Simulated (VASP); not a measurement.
A run of VASP 6.6.1 is set up as follows.

File INCAR:

```
PREC = Accurate
ENCUT = 520
EDIFF = 1E-6
ISMEAR = -1
SIGMA = 0.05
LREAL = False
LASPH = True
NELM = 80
ALGO = Normal
ISIF = 2
LWAVE = False
LCHARG = False
GGA = RP
NBANDS = 56
```

File KPOINTS:

```
regular mesh
0
Gamma
  4 4 4
```

The input POSCAR:

```
HfO2
1.0
    5.1180000000      0.0000000000      0.0000000000
    0.0000000000      5.1857000000      0.0000000000
   -0.8586630598      0.0000000000      5.2138671406
Hf O
4 8
Direct
    0.2755000000      0.4603000000      0.7080000000
    0.7245000000      0.9603000000      0.7920000000
    0.7245000000      0.5397000000      0.2920000000
    0.2755000000      0.0397000000      0.2080000000
    0.0742000000      0.1684000000      0.8467000000
    0.9258000000      0.6684000000      0.6533000000
    0.9258000000      0.8316000000      0.1533000000
    0.0742000000      0.3316000000      0.3467000000
    0.4487000000      0.7419000000      0.9801000000
    0.5513000000      0.2419000000      0.5199000000
    0.5513000000      0.2581000000      0.0199000000
    0.4487000000      0.7581000000      0.4801000000
```

Potentials or basis: VASP PAW PBE potentials, release 64 (Hf_pv, O).

The run is started by

```console
$ cat potpaw_PBE.64/Hf_pv/POTCAR potpaw_PBE.64/O/POTCAR > POTCAR
$ mpirun -np 1 vasp_std > vasp.out
```

Problem. Predict the pressure.

Solution. 7.4 GPa.

Problem. Predict the largest force.

Solution. 0.476 eV/Å.

Problem. What does it give for the band gap on the k mesh?

Solution. 4.20 eV, indirect (least direct gap 4.28 eV).

Forces on the atoms (eV/Å):
```
Hf   0.171 -0.006  0.045
Hf  -0.171 -0.006 -0.045
Hf  -0.171  0.006 -0.045
Hf   0.171  0.006  0.045
O   -0.414 -0.179 -0.152
O    0.414 -0.179  0.152
O    0.414  0.179  0.152
O   -0.414  0.179 -0.152
O   -0.153  0.030 -0.078
O    0.153  0.030  0.078
O    0.153 -0.030  0.078
O   -0.153 -0.030 -0.078
```

Caveat: the PAW data sets were made with another functional, which shifts forces and pressure a little; spin-orbit coupling is left out, which moves the levels of the heavy elements. A k mesh can miss the band edges.
